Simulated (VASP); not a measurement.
Wanted: the native input for a VASP 6.6.1 run.

```
Task                   : relaxation of cell and atoms
Functional             : PBE
Potentials or basis    : VASP PAW PBE potentials, release 64 (Mg, O)
Cutoff                 : 600 eV
k mesh                 : 6 × 6 × 4
Occupations            : gaussian, width 0.1 eV
Spin                   : no spin polarisation
Dipole correction      : no
Further INCAR settings : ALGO = Normal; EDIFF = 1e-06; IBRION = 2; EDIFFG = -0.04; NSW = 90; ISIF = 3
```

The structure of MgO lies in POSCAR:

```
MgO
1.0
    3.5298795000      0.0000000000      0.0000000000
   -1.7649397500      3.0569653200      0.0000000000
    0.0000000000      0.0000000000      4.0737778000
Mg O
2 2
Direct
    0.6666666700      0.3333333300      0.8289843800
    0.3333333300      0.6666666700      0.3289843800
    0.6666666700      0.3333333300      0.1710156200
    0.3333333300      0.6666666700      0.6710156200
```

These files were run (other wordings do the same):

INCAR

```
PREC = Accurate
ENCUT = 600
EDIFF = 1E-6
ISMEAR = 0
SIGMA = 0.1
LREAL = False
LASPH = True
NELM = 60
ALGO = Normal
ISIF = 3
LWAVE = False
LCHARG = False
GGA = PE
IBRION = 2
NSW = 90
EDIFFG = -0.04
```

KPOINTS

```
regular mesh
0
Gamma
  6 6 4
```

Potentials or basis: VASP PAW PBE potentials, release 64 (Mg, O).

The run is started by

```sh
$ cat potpaw_PBE.64/Mg/POTCAR potpaw_PBE.64/O/POTCAR > POTCAR
$ mpirun -np 1 vasp_std > vasp.out
```

It gave:

```json
{"Relaxed volume": "11.33 Å³/atom", "Relaxed cell": "a = 3.516 Å, b = 3.516 Å, c = 4.233 Å, α = 90.00°, β = 90.00°, γ = 120.00°", "Space group after relaxing (to 0.1 Å)": "P6_3/mmc (No. 194)", "Pressure after relaxing": "-0.2 GPa", "Largest force after relaxing": "0.005 eV/Å", "Band gap on the k mesh": "3.28 eV"}
```

It took 2.6 min on 1 thread of Intel(R) Xeon(R) 6975P-C (Granite Rapids), on a shared host, peak memory 0.18 GiB.
